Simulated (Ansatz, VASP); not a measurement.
## Zn4Ga: VASP beside Ansatz

```xyz
5
Lattice="2.6356 0.0000 0.0000 -1.3178 2.2825 0.0000 0.0000 0.0000 26.1851" Properties=species:S:1:pos:R:3 pbc="T T T"
Zn    0.0000    0.0000    8.2407
Zn    0.0000    1.5217   10.6991
Zn    0.0000    1.5217   15.4860
Zn    0.0000    0.0000   17.9444
Ga    0.0000    0.0000   13.0925
```

Alike in both runs: task single point; functional PBE; k mesh 16 × 16 × 1; occupations fermi-dirac, width 0.08 eV; no spin polarisation.

|  | VASP | Ansatz |
| --- | --- | --- |
| version | VASP 6.6.1 | Ansatz 0.2.0 |
| potentials or method | VASP PAW PBE potentials, release 64 (Zn, Ga_d) | PAW with Ansatz's default frozen-core files, scalar-relativistic |
| plane-wave cutoff (eV) | 520 | 420 |
| valence electrons in the cell | 61 | 61 |

Ansatz gave:

```
rms of the force components (eV/Å) : 0.149
```

Question: Which values does VASP return?

Answer: rms of the force components (eV/Å): 0.151.

With one functional, cell and mesh, what is left measures potentials, basis and numerics.
